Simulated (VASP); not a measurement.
Input of a VASP 6.6.1 run:

File INCAR:

```
PREC = Accurate
ENCUT = 520
EDIFF = 1E-7
ISMEAR = 0
SIGMA = 0.1
LREAL = F
LASPH = T
NELM = 80
ALGO = Normal
ISIF = 2
LWAVE = F
LCHARG = T
GGA = PE
LELF = T
LVHAR = T
NBANDS = 38
```

The input KPOINTS:

```
Automatic mesh
0
Gamma
  6 6 2
```

The input POSCAR:

```
ZrZnN
1.0
    3.0067845000      0.0000000000      0.0000000000
    0.0000000000      3.0067845000      0.0000000000
    0.0000000000      0.0000000000      7.6121126300
Zr Zn N
2 2 2
Direct
    0.0000000000      0.5000000000      0.3350000100
    0.5000000000      0.0000000000      0.6649999900
    0.0000000000      0.5000000000      0.8999999800
    0.5000000000      0.0000000000      0.1000000200
    0.0000000000      0.5000000000      0.6169999800
    0.5000000000      0.0000000000      0.3830000200
```

Potentials or basis: VASP PAW PBE potentials, release 64 (Zr_sv, Zn, N).

Launch:

```sh
$ cat potpaw_PBE.64/Zr_sv/POTCAR potpaw_PBE.64/Zn/POTCAR potpaw_PBE.64/N/POTCAR > POTCAR
$ mpirun -np 1 vasp_std > vasp.out
```

(1) What does it give for the band gap on the k mesh?

(2) Predict the largest force.

(3) Estimate the pressure.

Answers

(1) zero (band 29 reaches 11.15 eV, above the bottom of band 30 at 8.20 eV).

(2) 1.577 eV/Å.

(3) 39.9 GPa.

Caveat: the k points lie up to 0.41 Å⁻¹ apart; forces of over 1 eV/Å act on the atoms, so gaps and moduli don't describe the material at rest.
